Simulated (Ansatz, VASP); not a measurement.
Two plane-wave programs on BAs

Contents of INCAR:

```
SYSTEM = BAs
PREC = Accurate
ENCUT = 600
EDIFF = 1E-7
ISMEAR = 0
SIGMA = 0.01
LREAL = .False.
LASPH = .True.
NELM = 100
ALGO = Normal
ISIF = 3
LWAVE = .False.
LCHARG = .False.
GGA = CA
IBRION = 2
NSW = 100
EDIFFG = -0.02
```

File KPOINTS:

```
Automatic mesh
0
Gamma
  6 6 6
  0 0 0
```

The input POSCAR:

```
BAs
1.0
    0.0000000000      2.3885000000      2.3885000000
    2.3885000000      0.0000000000      2.3885000000
    2.3885000000      2.3885000000      0.0000000000
B As
1 1
Direct
    0.0000000000      0.0000000000      0.0000000000
    0.2500000000      0.2500000000      0.2500000000
```

Input for Ansatz:

```yaml
crystal:
  lattice:
    - [0.0, 2.3885, 2.3885]
    - [2.3885, 0.0, 2.3885]
    - [2.3885, 2.3885, 0.0]
  atoms:
    - { symbol: B, position: [0.0, 0.0, 0.0] }
    - { symbol: As, position: [0.25, 0.25, 0.25] }
kpoints:
  mp_grid:
    grid: [6, 6, 6]
hamiltonian:
  xc: lda
  dispersion: none
scf:
  occupations:
    method: fixed
relax:
  f_tol: 0.02
  max_steps: 100
  cell: {}
```

Alike in both runs: task relaxation of cell and atoms; functional LDA; k mesh 6 × 6 × 6; no spin polarisation.

|  | VASP | Ansatz |
| --- | --- | --- |
| version | VASP 6.6.1 | Ansatz 0.2.0 |
| potentials or method | VASP PAW LDA potentials, release 64 (B, As) | plane waves, PAW |
| plane-wave cutoff (eV) | 600 | 420 |
| occupations | gaussian, width 0.01 eV | fixed |
| valence electrons in the cell | 8 | 18 |

VASP gave:

| Property | Result |
| --- | --- |
| relaxed volume (Å³/atom) | 13.33 |
| relaxed cell length with the largest relative difference (Å) | 3.354 |

Question: What did Ansatz give for the same quantities?

Answer: Relaxed volume (Å³/atom): 13.25; relaxed cell length with the largest relative difference (Å): 3.346.

LDA's correlation is that of Perdew and Zunger in VASP and of Perdew and Wang (1992) in Ansatz. VASP's potentials hold 8 valence electrons a cell and Ansatz's 18, so a difference there can come from the potentials and not from the codes.
